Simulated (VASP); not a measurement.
# Al2O3 (R-3c) in VASP: a series of runs, part 2 of 2

VASP 6.6.1.

## Step 3: Single point, PBE

This run uses another cell than the first one, of the same volume but with other edges.

The input, INCAR:

```
SYSTEM = Al2O3
PREC     = Accurate       ! precision mode
ENCUT    = 520            ! plane-wave cutoff, eV
EDIFF    = 1E-6           ! SCF threshold, eV
ISMEAR   = 0              ! smearing method
SIGMA    = 0.05           ! smearing width, eV
LREAL    = .FALSE.        ! projectors in reciprocal space
LASPH    = .TRUE.         ! aspherical terms in the spheres
NELM     = 100            ! most SCF steps
ALGO     = Normal         ! electronic algorithm
ISIF     = 2              ! what is computed and relaxed
LWAVE    = .FALSE.        ! write WAVECAR
LCHARG   = .FALSE.        ! write CHGCAR
GGA      = PE             ! functional
NBANDS   = 35             ! bands
```

The input, KPOINTS:

```
Automatic mesh
0
G
  6 6 6
  0 0 0
```

The input, POSCAR:

```
Al2O3
1.0
    2.4600251504      1.4202961828      4.1771227054
   -2.4600251504      1.4202961828      4.1771227054
    0.0000000000     -2.8405923656      4.1771227054
Al O
4 6
Direct
    0.8483187546      0.8483187546      0.8483187546
    0.6516812454      0.6516812454      0.6516812454
    0.1516812454      0.1516812454      0.1516812454
    0.3483187546      0.3483187546      0.3483187546
    0.0561574040      0.4438425960      0.7500000000
    0.7500000000      0.0561574040      0.4438425960
    0.4438425960      0.7500000000      0.0561574040
    0.9438425960      0.5561574040      0.2500000000
    0.2500000000      0.9438425960      0.5561574040
    0.5561574040      0.2500000000      0.9438425960
```

Potentials or basis: VASP PAW PBE potentials, release 64 (Al, O).

Run with:

```bash
cat potpaw_PBE.64/Al/POTCAR potpaw_PBE.64/O/POTCAR > POTCAR
mpirun -np 1 vasp_std > vasp.out
```

OUTCAR:

```text
SYSTEM = Al2O3
   PREC = Accurate
   ENCUT = 520
   EDIFF = 1E-6
   ISMEAR = 0
   LREAL = .FALSE.
   LASPH = .TRUE.
   NELM = 100
   ISIF = 2
   GGA = PE

 ion  position               nearest neighbor table
   1  0.848  0.848  0.848-  10 1.91   8 1.91   9 1.91   5 1.95   7 1.95   6 1.95   2 2.46   3 2.87
                             3 2.87   3 2.87   2 3.32   2 3.32   2 3.32
   2  0.652  0.652  0.652-   9 1.91   8 1.91  10 1.91   5 1.95   6 1.95   7 1.95   1 2.46   4 2.87
                             4 2.87   4 2.87   1 3.32   1 3.32   1 3.32
   3  0.152  0.152  0.152-   7 1.91   5 1.91   6 1.91   8 1.95  10 1.95   9 1.95   4 2.46   1 2.87
                             1 2.87   1 2.87   4 3.32   4 3.32   4 3.32
   4  0.348  0.348  0.348-   6 1.91   5 1.91   7 1.91   8 1.95   9 1.95  10 1.95   3 2.46   2 2.87
                             2 2.87   2 2.87   3 3.32   3 3.32   3 3.32
   5  0.056  0.444  0.750-   3 1.91   4 1.91   1 1.95   2 1.95
   6  0.750  0.056  0.444-   4 1.91   3 1.91   2 1.95   1 1.95
   7  0.444  0.750  0.056-   3 1.91   4 1.91   1 1.95   2 1.95
   8  0.944  0.556  0.250-   1 1.91   2 1.91   3 1.95   4 1.95
   9  0.250  0.944  0.556-   2 1.91   1 1.91   4 1.95   3 1.95
  10  0.556  0.250  0.944-   1 1.91   2 1.91   3 1.95   4 1.95

  LATTYP: Found a trigonal (rhomboedric) cell.
 ALAT       =     5.0514670229
 COS(alpha) =     0.5256771512

  Lattice vectors:

 A1 = (   2.4600251504,   1.4202961828,   4.1771227054)
 A2 = (  -2.4600251504,   1.4202961828,   4.1771227054)
 A3 = (   0.0000000000,  -2.8405923656,   4.1771227054)

Analysis of symmetry for initial positions (statically):
=====================================================================
 Subroutine PRICEL returns:
 Original cell was already a primitive cell.

 Routine SETGRP: Setting up the symmetry group for a
 trigonal (rhombohedral) supercell.

 Subroutine GETGRP returns: Found 12 space group operations
 (whereof  6 operations were pure point group operations)
 out of a pool of 12 trial point group operations.

The static configuration has the point symmetry S_6 .
[... 161 lines left out ...]
   LRPA    =     F    only Hartree local field effects (RPA)
 non-spin polarized calculation
 Gauss-broadening in eV      SIGMA  =   0.05
  energy-cutoff  :      520.00
  volume of cell :       87.57
 maximum number of plane-waves:      2379
 NGX is ok and might be reduce to    40

 number of electron      47.9999987 magnetization

 Free energy of the ion-electron system (eV)
  ---------------------------------------------------
  ext. energy  EPLUGINS =         0.00000000
  ---------------------------------------------------
  free energy    TOTEN  =       -74.28081821 eV

  energy without entropy =      -74.28081821  energy(sigma->0) =      -74.28081821

 E-fermi :   6.4497     XC(G=0): -11.5351

 val. band max:        6.1542769805   @ k =   0.0000   0.0000   0.0000
 cond. band min:      11.5198922730   @ k =   0.0000   0.0000   0.0000
 fundamental gap:      5.3656152925
 Fermi energy:         6.4496617584

 k-point     1 :       0.0000    0.0000    0.0000
  band No.  band energies     occupation
      1     -13.2465      2.00000
      2     -10.8229      2.00000
      3     -10.8229      2.00000
      4     -10.7535      2.00000
      5     -10.4485      2.00000
      6     -10.4485      2.00000
[... 901 lines left out ...]
     34      19.0281      0.00000
     35      19.1154      0.00000

 [... further k-points ...]

------------------------ aborting loop because EDIFF is reached ----------------------------------------

  FORCE on cell =-STRESS in cart. coord.  units (eV):
  Direction    XX          YY          ZZ          XY          YZ          ZX
  --------------------------------------------------------------------------------------
  -------------------------------------------------------------------------------------
  Total       -5.5122341     -5.5122341     11.6210233      0.0000000     -0.0000000      0.0000000
  in kB     -100.8535715   -100.8535715    212.6219040      0.0000000     -0.0000000      0.0000000
  external PRESSURE =       3.6382537 kB  Pullay stress =       0.0000000 kB

 VOLUME and BASIS-vectors are now :
 -----------------------------------------------------------------------------
  energy-cutoff  :      520.00
  volume of cell :       87.57
      direct lattice vectors                 reciprocal lattice vectors
     2.460025150  1.420296183  4.177122705     0.203249955  0.117346416  0.079799747
    -2.460025150  1.420296183  4.177122705    -0.203249955  0.117346416  0.079799747
     0.000000000 -2.840592366  4.177122705     0.000000000 -0.234692832  0.079799747

 POSITION                                       TOTAL-FORCE (eV/Angst)
 -----------------------------------------------------------------------------------
      0.00000      0.00000     10.63059        -0.000000     -0.000000      1.548607
      0.00000      0.00000      8.16646        -0.000000      0.000000     -1.548607
      0.00000      0.00000      1.90077        -0.000000      0.000000     -1.548607
      0.00000      0.00000      4.36491        -0.000000      0.000000      1.548607
     -0.95372     -1.42030      5.22140        -0.063565     -0.000000      0.000000
      1.70687     -0.11579      5.22140         0.031782     -0.055049      0.000000
     -0.75315      1.53609      5.22140         0.031782      0.055049      0.000000
      0.95372      1.42030      7.30996         0.063565     -0.000000     -0.000000
     -1.70687      0.11579      7.30996        -0.031782      0.055049      0.000000
      0.75315     -1.53609      7.30996        -0.031782     -0.055049      0.000000
 -----------------------------------------------------------------------------------
    total drift:                               -0.000000     -0.000000     -0.000000

  FREE ENERGIE OF THE ION-ELECTRON SYSTEM (eV)
  ---------------------------------------------------
  free  energy   TOTEN  =       -74.2808182101 eV

  energy  without entropy=      -74.2808182101  energy(sigma->0) =      -74.28081821
```

OSZICAR:

```text
N       E                     dE             d eps       ncg     rms          rms(c)
DAV:   1     0.226840111370E+03    0.22684E+03   -0.25232E+04  2240   0.130E+03
DAV:   2    -0.691284766449E+02   -0.29597E+03   -0.28454E+03  2887   0.285E+02
DAV:   3    -0.821136454648E+02   -0.12985E+02   -0.12938E+02  2901   0.607E+01
DAV:   4    -0.822165258204E+02   -0.10288E+00   -0.10282E+00  2768   0.621E+00
DAV:   5    -0.822177740091E+02   -0.12482E-02   -0.12480E-02  2839   0.684E-01    0.173E+01
DAV:   6    -0.742312943671E+02    0.79865E+01   -0.27959E+01  2743   0.281E+01    0.586E+00
DAV:   7    -0.742648143001E+02   -0.33520E-01   -0.85679E-01  2632   0.456E+00    0.326E+00
DAV:   8    -0.742767798592E+02   -0.11966E-01   -0.10443E-01  2781   0.240E+00    0.642E-01
DAV:   9    -0.742800976206E+02   -0.33178E-02   -0.22287E-02  2904   0.803E-01    0.317E-01
DAV:  10    -0.742808205809E+02   -0.72296E-03   -0.10312E-03  2576   0.192E-01    0.107E-01
DAV:  11    -0.742808119065E+02    0.86744E-05   -0.43983E-04  2776   0.122E-01    0.331E-02
DAV:  12    -0.742808193514E+02   -0.74449E-05   -0.27730E-05  2600   0.318E-02    0.834E-03
DAV:  13    -0.742808183077E+02    0.10438E-05   -0.60492E-06  2845   0.136E-02    0.167E-03
DAV:  14    -0.742808182101E+02    0.97545E-07   -0.24516E-07  1672   0.308E-03
   1 F= -.74280818E+02 E0= -.74280818E+02  d E =-.909259E-19
```

stdout:

```text
POSCAR found type information on POSCAR AlO
 POSCAR found :  2 types and      10 ions
 scaLAPACK will be used
 LDA part: xc-table for (Slater+PW92), standard interpolation
 POSCAR, INCAR and KPOINTS ok, starting setup
 FFT: planning ... GRIDC
 FFT: planning ... GRID_SOFT
 FFT: planning ... GRID
 WAVECAR not read
 entering main loop
```

Run time: 54 s. Hardware: 1 thread of AMD EPYC 9R45 (Zen 5), shared host; peak memory 0.23 GiB.

What came out:

```
Free energy            : -74.2808 eV
Pressure               : 0.4 GPa
Largest force          : 1.549 eV/Å
Band gap on the k mesh : 5.37 eV
```

Forces on the atoms (eV/Å):
```
Al   0.000  0.000  1.549
Al   0.000  0.000 -1.549
Al   0.000  0.000 -1.549
Al   0.000  0.000  1.549
O   -0.064  0.000  0.000
O    0.032 -0.055  0.000
O    0.032  0.055  0.000
O    0.064  0.000  0.000
O   -0.032  0.055  0.000
O   -0.032 -0.055  0.000
```

Caveat: the stress differs along the axes, from -10 to 21 GPa; forces of over 1 eV/Å act on the atoms, so gaps and moduli don't describe the material at rest.

## Step 4: Single point, PBE

This run uses another cell than the first one, of the same volume but with other edges.

The input, INCAR:

```
PREC     = Accurate       # precision mode
ENCUT    = 520            # plane-wave cutoff, eV
EDIFF    = 1E-7           # SCF threshold, eV
ISMEAR   = 0              # smearing method
SIGMA    = 0.05           # smearing width, eV
LREAL    = F              # projectors in reciprocal space
LASPH    = T              # aspherical terms in the spheres
NELM     = 100            # most SCF steps
ALGO     = Normal         # electronic algorithm
ISIF     = 2              # what is computed and relaxed
LWAVE    = F              # write WAVECAR
LCHARG   = T              # write CHGCAR
GGA      = PE             # functional
LELF     = T              # ELF
LVHAR    = T            
NBANDS   = 35             # bands
```

The input, KPOINTS:

```
regular mesh
0
Gamma
  6 6 6
```

Edit POSCAR of step 3 so:

```diff
@@ -8,6 +8,6 @@
 Direct
-    0.8483187546      0.8483187546      0.8483187546
-    0.6516812454      0.6516812454      0.6516812454
-    0.1516812454      0.1516812454      0.1516812454
-    0.3483187546      0.3483187546      0.3483187546
+    0.8406975503      0.8406975503      0.8406975503
+    0.6593024497      0.6593024497      0.6593024497
+    0.1593024497      0.1593024497      0.1593024497
+    0.3406975503      0.3406975503      0.3406975503
     0.0561574040      0.4438425960      0.7500000000
```

Run with:

```bash
cat potpaw_PBE.64/Al/POTCAR potpaw_PBE.64/O/POTCAR > POTCAR
mpirun -np 1 vasp_std > vasp.out
```

It took 56 s on 1 thread of AMD EPYC 9R45 (Zen 5), shared host; peak memory 0.23 GiB.

It converged, with:

| Item | Value |
| --- | --- |
| Free energy | -73.2187 eV |
| Pressure | 4.8 GPa |
| Largest force | 4.173 eV/Å |
| Band gap on the k mesh | 5.52 eV |

Forces on the atoms (eV/Å):
```
Al   0.000  0.000  4.173
Al   0.000  0.000 -4.173
Al   0.000  0.000 -4.173
Al   0.000  0.000  4.173
O    0.150  0.000  0.000
O   -0.075  0.130  0.000
O   -0.075 -0.130  0.000
O   -0.150  0.000  0.000
O    0.075 -0.130  0.000
O    0.075  0.130  0.000
```

Stress tensor (GPa, compression positive):
```
-10.08   0.00   0.00
  0.00 -10.08   0.00
  0.00   0.00  34.44
```

Levels at points of the mesh, in eV from the valence-band top:
| k point | band 20 | band 21 | band 22 | band 23 | band 24 | band 25 | band 26 | band 27 | band 28 | band 29 |
| --- | --- | --- | --- | --- | --- | --- | --- | --- | --- | --- |
| (0.00, 0.00, 0.00) | -0.71 | -0.71 | -0.59 | -0.59 | 0.00 | 5.52 | 7.88 | 10.35 | 10.81 | 11.55 |
| (0.50, 0.00, 0.00) | -1.32 | -1.02 | -1.02 | -0.50 | -0.50 | 8.76 | 8.76 | 9.18 | 9.18 | 11.03 |
| (0.50, 0.50, 0.00) | -1.32 | -1.28 | -1.11 | -0.97 | -0.33 | 8.70 | 8.93 | 9.29 | 9.79 | 10.45 |
| (0.50, 0.50, 0.50) | -2.14 | -0.86 | -0.86 | -0.86 | -0.86 | 7.74 | 7.74 | 11.16 | 11.16 | 11.50 |

Caveat: the stress differs along the axes, from -10 to 34 GPa; forces of over 1 eV/Å act on the atoms, so gaps and moduli don't describe the material at rest. A k mesh can miss the band edges.

## Step 5: Single point, PBE

This run uses another cell than the first one, of the same volume but with other edges.

The input, INCAR:

```
PREC = Accurate
ENCUT = 520
EDIFF = 1E-7
ISMEAR = 0
SIGMA = 0.05
LREAL = False
LASPH = True
NELM = 60
ALGO = Normal
ISIF = 2
LWAVE = False
LCHARG = True
GGA = PE
LELF = True
LVHAR = True
NBANDS = 35
```

The input, KPOINTS:

```
Automatic mesh
0
Gamma
  6 6 6
```

The input, POSCAR:

```
Al2O3
1.0
    2.5897113169      1.4951705259      3.7692384980
   -2.5897113169      1.4951705259      3.7692384980
    0.0000000000     -2.9903410518      3.7692384980
Al O
4 6
Direct
    0.8483187546      0.8483187546      0.8483187546
    0.6516812454      0.6516812454      0.6516812454
    0.1516812454      0.1516812454      0.1516812454
    0.3483187546      0.3483187546      0.3483187546
    0.0561574040      0.4438425960      0.7500000000
    0.7500000000      0.0561574040      0.4438425960
    0.4438425960      0.7500000000      0.0561574040
    0.9438425960      0.5561574040      0.2500000000
    0.2500000000      0.9438425960      0.5561574040
    0.5561574040      0.2500000000      0.9438425960
```

Run with:

```bash
cat potpaw_PBE.64/Al/POTCAR potpaw_PBE.64/O/POTCAR > POTCAR
mpirun -np 1 vasp_std > vasp.out
```

It took 50 s on 1 thread of AMD EPYC 9R45 (Zen 5), shared host; peak memory 0.2 GiB.

It converged, with:

```
Free energy            : -70.9252 eV
Pressure               : 2.9 GPa
Largest force          : 3.956 eV/Å
Band gap on the k mesh : 3.66 eV
```

Forces in eV/Å, atoms in the order of the input:
```
Al   0.000  0.000  3.956
Al   0.000  0.000 -3.956
Al   0.000  0.000 -3.956
Al   0.000  0.000  3.956
O   -0.388  0.000  0.000
O    0.194 -0.336  0.000
O    0.194  0.336  0.000
O    0.388  0.000  0.000
O   -0.194  0.336  0.000
O   -0.194 -0.336  0.000
```

Stress tensor (GPa, compression positive):
```
-26.08   0.00   0.00
  0.00 -26.08   0.00
  0.00   0.00  60.82
```

Levels at points of the mesh, in eV from the valence-band top:
| k point | band 22 | band 23 | band 24 | band 25 | band 26 | band 27 |
| --- | --- | --- | --- | --- | --- | --- |
| (0.00, 0.00, 0.00) | -1.01 | -1.01 | 0.00 | 3.66 | 6.38 | 7.95 |
| (0.50, 0.00, 0.00) | -1.32 | -0.76 | -0.76 | 6.57 | 6.57 | 7.87 |
| (0.50, 0.50, 0.00) | -1.66 | -1.21 | -0.55 | 6.50 | 7.02 | 7.20 |
| (0.50, 0.50, 0.50) | -1.75 | -1.75 | -1.75 | 6.21 | 6.21 | 8.49 |

Caveat: the stress differs along the axes, from -26 to 61 GPa; forces of over 1 eV/Å act on the atoms, so gaps and moduli don't describe the material at rest.

## Step 6: Overview

| cell | gap on the mesh (eV) | pressure (GPa) | largest force (eV/Å) |
| --- | --- | --- | --- |
| a = 5.587 Å, angles 47.8°, 10 atoms, atomic positions A | 4.30 | 3.1 | 1.45 |
| a = 5.051 Å, angles 58.3°, 10 atoms, atomic positions B | 5.37 | 0.4 | 1.55 |
| a = 5.051 Å, angles 58.3°, 10 atoms, atomic positions A | 5.52 | 4.8 | 4.17 |
| a = 4.811 Å, angles 65.1°, 10 atoms, atomic positions B | 3.66 | 2.9 | 3.96 |

Alike in all rows: task single point; level PBE; potentials or basis VASP PAW PBE potentials, release 64 (Al, O); no spin polarisation; k mesh 6 × 6 × 6; cutoff (eV) 520; smearing gaussian 0.05 eV.

Caveats: forces of over 1 eV/Å act on the atoms, so gaps and moduli don't describe the material at rest; the stress differs along the axes, from -48 to 28 GPa (at least some runs); the stress differs along the axes, from -10 to 21 GPa (at least some runs); the stress differs along the axes, from -10 to 34 GPa (at least some runs); the stress differs along the axes, from -26 to 61 GPa (at least some runs).

Absolute energies hang on the potentials; compare differences alone.
